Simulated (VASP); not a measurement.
# N (P-3m1) in VASP: a series of runs, part 2 of 2

VASP 6.6.1. The steps go on from the part before.

**3. Single point, PBE+D3(BJ)**

This run uses another cell than the first one, of 23.78 Å³/atom, 1.038 times its volume.

Input file INCAR:

```
  PREC = Accurate
  ENCUT = 520
  EDIFF = 1E-7
  ISMEAR = 0
  SIGMA = 0.05
  LREAL = False
  LASPH = True
  NELM = 60
  ALGO = Normal
  ISIF = 2
  LWAVE = False
  LCHARG = True
  GGA = PE
  IVDW = 12
  LELF = True
  LVHAR = True
  NBANDS = 30
```

Input file KPOINTS:

```
Automatic mesh
0
Gamma
  7 7 2
```

Input file POSCAR:

```
N
1.0
   -3.8165516810      0.0000000000      0.0000000000
   -1.9082758405     -3.3052307106      0.0000000000
    0.0000000000      0.0000000000     15.0790392674
N
8
Direct
    0.3333333333      0.3333333333      0.8970384634
    0.3333333333      0.3333333333      0.4053281162
    0.3333333333      0.3333333333      0.8239477518
    0.3333333333      0.3333333333      0.3322374046
    0.6666666667      0.6666666667      0.1594729426
    0.6666666667      0.6666666667      0.6511832898
    0.6666666667      0.6666666667      0.0863822310
    0.6666666667      0.6666666667      0.5780925782
```

Potentials or basis: VASP PAW PBE potentials, release 64 (N).

Launch:

```console
cat potpaw_PBE.64/N/POTCAR > POTCAR
mpirun -np 1 vasp_std > vasp.out
```

OUTCAR:

```text
PREC = Accurate
   ENCUT = 520
   EDIFF = 1E-7
   ISMEAR = 0
   LREAL = False
   LASPH = True
   NELM = 60
   ISIF = 2
   GGA = PE
   IVDW = 12
 IVDW          = 12

 ion  position               nearest neighbor table
   1  0.333  0.333  0.897-   3 1.10
   2  0.333  0.333  0.405-   4 1.10
   3  0.333  0.333  0.824-   1 1.10
   4  0.333  0.333  0.332-   2 1.10
   5  0.667  0.667  0.159-   7 1.10
   6  0.667  0.667  0.651-   8 1.10
   7  0.667  0.667  0.086-   5 1.10
   8  0.667  0.667  0.578-   6 1.10

  LATTYP: Found a hexagonal cell.
 ALAT       =     3.8165516810
 C/A-ratio  =     3.9509590143

  Lattice vectors:

 A1 = (   1.9082758405,   3.3052307106,   0.0000000000)
 A2 = (  -3.8165516810,   0.0000000000,   0.0000000000)
 A3 = (   0.0000000000,   0.0000000000,  15.0790392674)

Analysis of symmetry for initial positions (statically):
[... 178 lines left out ...]
 E-fermi :  -6.2298     XC(G=0):  -6.2502

 val. band max:       -6.5451643016   @ k =   0.1429   0.0000   0.0000
 cond. band min:       0.5918118497   @ k =  -0.4286   0.1429   0.0000
 fundamental gap:      7.1369761513
 Fermi energy:        -6.2297820828

 k-point     1 :       0.0000    0.0000    0.0000
  band No.  band energies     occupation
      1     -25.0963      2.00000
      2     -25.0882      2.00000
      3     -25.0854      2.00000
      4     -25.0775      2.00000
      5     -10.6178      2.00000
      6     -10.3474      2.00000
[... 517 lines left out ...]
     29       5.9156      0.00000
     30       5.9354      0.00000

------------------------ aborting loop because EDIFF is reached ----------------------------------------

 Edisp (eV)   -0.40513

 E8    (eV) :    -0.0949

  FORCE on cell =-STRESS in cart. coord.  units (eV):
  Direction    XX          YY          ZZ          XY          YZ          ZX
  --------------------------------------------------------------------------------------
  -------------------------------------------------------------------------------------
  Total      -0.26606    -0.26606     7.30519     0.00000     0.00000    -0.00000
  in kB      -2.24098    -2.24098    61.53119     0.00000     0.00000    -0.00000
  external pressure =       19.02 kB  Pullay stress =        0.00 kB

 VOLUME and BASIS-vectors are now :
 -----------------------------------------------------------------------------
  energy-cutoff  :      520.00
  volume of cell :      190.22
      direct lattice vectors                 reciprocal lattice vectors
    -3.816551681  0.000000000  0.000000000    -0.262016627  0.151275370  0.000000000
    -1.908275840 -3.305230711  0.000000000     0.000000000 -0.302550741  0.000000000
     0.000000000  0.000000000 15.079039267     0.000000000  0.000000000  0.066317222

 POSITION                                       TOTAL-FORCE (eV/Angst)
 -----------------------------------------------------------------------------------
     -1.90828     -1.10174     13.52648         0.000000     -0.000000      1.761402
     -1.90828     -1.10174      6.11196        -0.000000      0.000000      1.739107
     -1.90828     -1.10174     12.42434        -0.000000      0.000000     -1.738988
     -1.90828     -1.10174      5.00982         0.000000      0.000000     -1.739164
     -3.81655     -2.20349      2.40470         0.000000     -0.000000      1.738988
     -3.81655     -2.20349      9.81922        -0.000000     -0.000000      1.739164
     -3.81655     -2.20349      1.30256        -0.000000     -0.000000     -1.761402
     -3.81655     -2.20349      8.71708         0.000000     -0.000000     -1.739107
 -----------------------------------------------------------------------------------
    total drift:                               -0.000000     -0.000000      0.000043

  FREE ENERGIE OF THE ION-ELECTRON SYSTEM (eV)
  ---------------------------------------------------
  free  energy   TOTEN  =       -66.9768493459 eV

  energy  without entropy=      -66.9768493459  energy(sigma->0) =      -66.97684935
```

OSZICAR:

```text
N       E                     dE             d eps       ncg     rms          rms(c)
DAV:   1     0.268412339848E+03    0.26841E+03   -0.18559E+04   968   0.112E+03
DAV:   2    -0.422213529548E+02   -0.31063E+03   -0.30262E+03  1288   0.272E+02
DAV:   3    -0.696773071984E+02   -0.27456E+02   -0.27204E+02  1122   0.884E+01
DAV:   4    -0.700471725162E+02   -0.36987E+00   -0.36901E+00  1156   0.125E+01
DAV:   5    -0.700505851048E+02   -0.34126E-02   -0.34112E-02  1240   0.107E+00    0.160E+01
DAV:   6    -0.672375477349E+02    0.28130E+01   -0.37735E+00  1062   0.102E+01    0.918E+00
DAV:   7    -0.665988943933E+02    0.63865E+00   -0.28155E+00  1162   0.895E+00    0.230E+00
DAV:   8    -0.665721572992E+02    0.26737E-01   -0.27147E-01   990   0.291E+00    0.393E-01
DAV:   9    -0.665715820054E+02    0.57529E-03   -0.74984E-03  1116   0.482E-01    0.170E-01
DAV:  10    -0.665717111156E+02   -0.12911E-03   -0.69233E-04  1140   0.184E-01    0.593E-02
DAV:  11    -0.665717153623E+02   -0.42467E-05   -0.45259E-05  1234   0.550E-02    0.131E-02
DAV:  12    -0.665717162380E+02   -0.87566E-06   -0.10143E-05  1168   0.214E-02    0.953E-03
DAV:  13    -0.665717185864E+02   -0.23485E-05   -0.17812E-06  1156   0.947E-03    0.285E-03
DAV:  14    -0.665717191296E+02   -0.54322E-06   -0.36628E-07  1116   0.407E-03    0.115E-03
DAV:  15    -0.665717191326E+02   -0.29249E-08   -0.64559E-08   744   0.182E-03
   1 F= -.66976849E+02 E0= -.66976849E+02  d E =-.105260E-19
```

stdout:

```text
POSCAR found type information on POSCAR N
 POSCAR found :  1 types and       8 ions
 scaLAPACK will be used
 LDA part: xc-table for (Slater+PW92), standard interpolation
 POSCAR, INCAR and KPOINTS ok, starting setup
 FFT: planning ... GRIDC
 FFT: planning ... GRID_SOFT
 FFT: planning ... GRID
 WAVECAR not read
 entering main loop
```

It took 48 s on 1 thread of Intel Xeon 6975P-C (Granite Rapids), shared host; peak memory 0.3 GiB.

Results:

```
Free energy                : -66.9768 eV
Pressure                   : 1.9 GPa
Largest force              : 1.761 eV/Å
Band gap on the k mesh     : 7.14 eV
Dispersion energy per atom : -0.051 eV
```

Forces in eV/Å, atoms in the order of the input:
```
N    0.000  0.000  1.761
N    0.000  0.000  1.739
N    0.000  0.000 -1.739
N    0.000  0.000 -1.739
N    0.000  0.000  1.739
N    0.000  0.000  1.739
N    0.000  0.000 -1.761
N    0.000  0.000 -1.739
```

Stress tensor (GPa, compression positive):
```
-0.22  0.00  0.00
 0.00 -0.22  0.00
 0.00  0.00  6.15
```

Levels at points of the mesh, in eV from the valence-band top:
```
           k point  band 17  band 18  band 19  band 20  band 21  band 22  band 23  band 24
(0.00, 0.00, 0.00)    -1.06    -0.53    -0.45     0.00     8.12     8.12     8.26     8.26
(0.00, 0.00, 0.50)    -0.91    -0.84    -0.18    -0.10     8.15     8.15     8.18     8.18
```

Caveat: the standard files for N, O and F lose accuracy on very short bonds; forces of over 1 eV/Å act on the atoms, so gaps and moduli don't describe the material at rest. PBE gaps usually lie below the measured ones, often by a third to a half.
